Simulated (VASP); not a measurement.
Wanted: the native input for a VASP 6.6.1 run.

```
Task                   : single point
Functional             : PBE
Potentials or basis    : VASP PAW PBE potentials, release 64 (Ga_d, F)
Cutoff                 : 520 eV
k mesh                 : 8 × 8 × 8
Occupations            : fermi-dirac, width 0.05 eV
Spin                   : no spin polarisation
Dipole correction      : no
Further INCAR settings : ALGO = Normal; EDIFF = 1e-07; NBANDS = 17
```

The structure of GaF lies in POSCAR:

```
GaF
1.0
    0.0000000000      2.8836948215      2.8836948215
    2.8836948215      0.0000000000      2.8836948215
    2.8836948215      2.8836948215      0.0000000000
Ga F
1 1
Direct
    0.2500000000      0.2500000000      0.2500000000
    0.0000000000      0.0000000000      0.0000000000
```

This cell differs from its parent crystal: volume scaled by 1.04.

The input as run:

INCAR

```
SYSTEM = GaF
PREC = Accurate
ENCUT = 520
EDIFF = 1E-7
ISMEAR = -1
SIGMA = 0.05
LREAL = .FALSE.
LASPH = .TRUE.
NELM = 80
ALGO = Normal
ISIF = 2
LWAVE = .FALSE.
LCHARG = .FALSE.
GGA = PE
NBANDS = 17
```

KPOINTS

```
Automatic mesh
0
G
  8 8 8
  0 0 0
```

Potentials or basis: VASP PAW PBE potentials, release 64 (Ga_d, F).

The run is started by

```bash
$ cat potpaw_PBE.64/Ga_d/POTCAR potpaw_PBE.64/F/POTCAR > POTCAR
$ mpirun -np 1 vasp_std > vasp.out
```

It gave:

```yaml
Pressure: -1.0 GPa
Band_gap_on_the_k_mesh: 2.42 eV, indirect (least direct gap 2.43 eV)
```

It took 35 s on 1 thread of Intel Xeon 8259CL, on a shared host, peak memory 0.17 GiB.
